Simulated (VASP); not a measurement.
Ta, 1 atom in the cell. The structure is cubic, space group Fm-3m (No. 225). Conventional cell: a = 4.101 Å, b = 4.101 Å, c = 4.101 Å, α = 90.00°, β = 90.00°, γ = 90.00°. Within 3.8 Å of Ta (site symmetry m-3m) lie 12 Ta at 2.90 Å. This isn't the form of Ta at room conditions, which is bcc.

```yaml
Program: VASP 6.6.1
Task: electric field gradients
Functional: r2SCAN
Potentials_or_basis: VASP PAW PBE potentials, release 64 (Ta_pv)
Cutoff: 440 eV
k_mesh: 14 × 14 × 14
Occupations: fermi-dirac, width 0.08 eV
Spin: no spin polarisation
Dipole_correction: no
Further_INCAR_settings: ALGO = Normal; EDIFF = 1e-08; NBANDS = 12
```

Potentials or basis: VASP PAW PBE potentials, release 64 (Ta_pv).

The run is started by

```console
$ cat potpaw_PBE.64/Ta_pv/POTCAR > POTCAR
$ cp INCAR.step1 INCAR
$ mpirun -np 1 vasp_std > vasp.out
$ cp INCAR.step2 INCAR
$ mpirun -np 1 vasp_std > vasp.out
```

Hardware: 1 thread of Intel(R) Xeon(R) Platinum 8259CL CPU @ 2.50GHz (Skylake/Cascade Lake) (shared host).

**Question.** How long does it take, and how much memory?

**Answer.** Wall time 81 s on 1 thread of Intel(R) Xeon(R) Platinum 8259CL CPU @ 2.50GHz (Skylake/Cascade Lake), on a shared host, peak memory 0.14 GiB. Counts: k points 104.
